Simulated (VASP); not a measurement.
Input of a VASP 6.6.1 run:

INCAR

```
SYSTEM = SrCd3
ALGO     = Normal         ! electronic algorithm
EDIFF    = 1E-6           ! SCF threshold, eV
ENCUT    = 500            ! plane-wave cutoff, eV
GGA      = CA             ! functional
GGA_COMPAT= .False.      
ISIF     = 2              ! what is computed and relaxed
ISMEAR   = -1             ! smearing method
LASPH    = .True.         ! aspherical terms in the spheres
LCHARG   = .False.        ! write CHGCAR
LREAL    = .False.        ! projectors in reciprocal space
LWAVE    = .False.        ! write WAVECAR
NBANDS   = 31             ! bands
NELM     = 120            ! most SCF steps
PREC     = Accurate       ! precision mode
SIGMA    = 0.1            ! smearing width, eV
```

Contents of KPOINTS:

```
k-points
0
Gamma
  10 10 10
  0 0 0
```

The input POSCAR:

```
SrCd3
1.0
    0.0000000000      3.6024634951      3.6024634951
    3.6024634951      0.0000000000      3.6024634951
    3.6024634951      3.6024634951      0.0000000000
Sr Cd
1 3
Direct
    0.0000000000      0.0000000000      0.0000000000
    0.2500000000      0.2500000000      0.2500000000
    0.7500000000      0.7500000000      0.7500000000
    0.5000000000      0.5000000000      0.5000000000
```

Potentials or basis: VASP PAW LDA potentials, release 64 (Sr_sv, Cd).

The run is started by

```bash
$ cat potpaw_LDA.64/Sr_sv/POTCAR potpaw_LDA.64/Cd/POTCAR > POTCAR
$ mpirun -np 1 vasp_std > vasp.out
```

Problem. Estimate the band gap on the k mesh.

Solution. Zero (bands 23 and 24 overlap by 1.21 eV).

Problem. Predict the pressure.

Solution. 0.4 GPa.
